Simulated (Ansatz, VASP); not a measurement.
**Bi2Se3 in VASP and in Ansatz**

```
CELL_PARAMETERS angstrom
2.07150 1.19598 9.73624
-2.07150 1.19598 9.73624
0.00000 -2.39196 9.73624
ATOMIC_POSITIONS crystal
Bi 0.59920 0.59920 0.59920
Bi 0.40080 0.40080 0.40080
Se 0.78830 0.78830 0.78830
Se 0.21170 0.21170 0.21170
Se 0.00000 0.00000 0.00000
```

Alike in both runs: task single point; functional PBE; k mesh 6 × 6 × 6; occupations fermi-dirac, width 0.05 eV; no spin polarisation.

```csv
,VASP,Ansatz
version,VASP 6.6.1,Ansatz 0.2.0
potentials or method,"VASP PAW PBE potentials, release 64 (Bi_d, Se)",Ansatz PAW
plane-wave cutoff (eV),520,420
valence electrons in the cell,48,78
```

|  | VASP | Ansatz | Ansatz less VASP |
| --- | --- | --- | --- |
| gap on the k mesh at the Fermi level (eV) | 0.30 | 0.30 | +0.002 |
| least direct gap on the mesh (eV) | 0.30 | 0.30 | +0.002 |
| pressure (GPa) | 1.3 | 1.2 | -0.02 |
| traceless stress, the component that is largest in VASP (GPa) | -0.49 | -0.49 | -0.002 |
| rms of the force components (eV/Å) | 0.054 | 0.051 | -0.0029 |

Atom by atom the forces differ by 0.006 eV/Å (rms over components). With one functional, cell and mesh, what is left measures potentials, basis and numerics. VASP's potentials hold 48 valence electrons a cell and Ansatz's 78, so a difference there can come from the potentials and not from the codes.

Spin-orbit coupling is off throughout.
